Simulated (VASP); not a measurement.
CdS: single point with PBE

CdS:

```
CELL_PARAMETERS angstrom
0.00000 2.93921 2.96861
2.93921 0.00000 2.96861
2.93921 2.93921 0.00000
ATOMIC_POSITIONS crystal
Cd 0.00000 0.00000 0.00000
S 0.25000 0.25000 0.25000
```

This cell differs from its parent crystal: uniaxial z strain +1.0%.

* Program: VASP 6.6.1
* Task: single point
* Functional: PBE
* Potentials or basis: VASP PAW PBE potentials, release 64 (Cd, S)
* Cutoff: 500 eV
* k mesh: 8 × 8 × 8
* Occupations: fermi-dirac, width 0.02 eV
* Spin: no spin polarisation

* Pressure: 1.1 GPa
* Band gap on the k mesh: 1.07 eV

Stress tensor (GPa, compression positive):
```
1.17 0.00 0.00
0.00 1.17 0.00
0.00 0.00 0.98
```

Levels at points of the mesh, in eV from the valence-band top:
```tsv
k point	band 6	band 7	band 8	band 9	band 10	band 11	band 12	band 13
(0.00, 0.00, 0.00)	-7.19	-0.03	0.00	0.00	1.07	6.54	6.54	6.54
(0.50, 0.00, 0.00)	-6.84	-4.21	-0.73	-0.69	2.95	6.96	7.04	7.37
(0.50, 0.50, 0.00)	-6.79	-3.86	-1.75	-1.75	3.62	4.35	9.02	10.59
(0.50, 0.00, 0.50)	-6.77	-3.80	-1.80	-1.78	3.59	4.27	9.12	10.51
```

Wall time 19 s on 1 thread of Intel(R) Xeon(R) 6975P-C (Granite Rapids) (shared host), peak memory 0.19 GiB.

Caveat: the cell differs from its parent crystal (uniaxial z strain +1.0%).
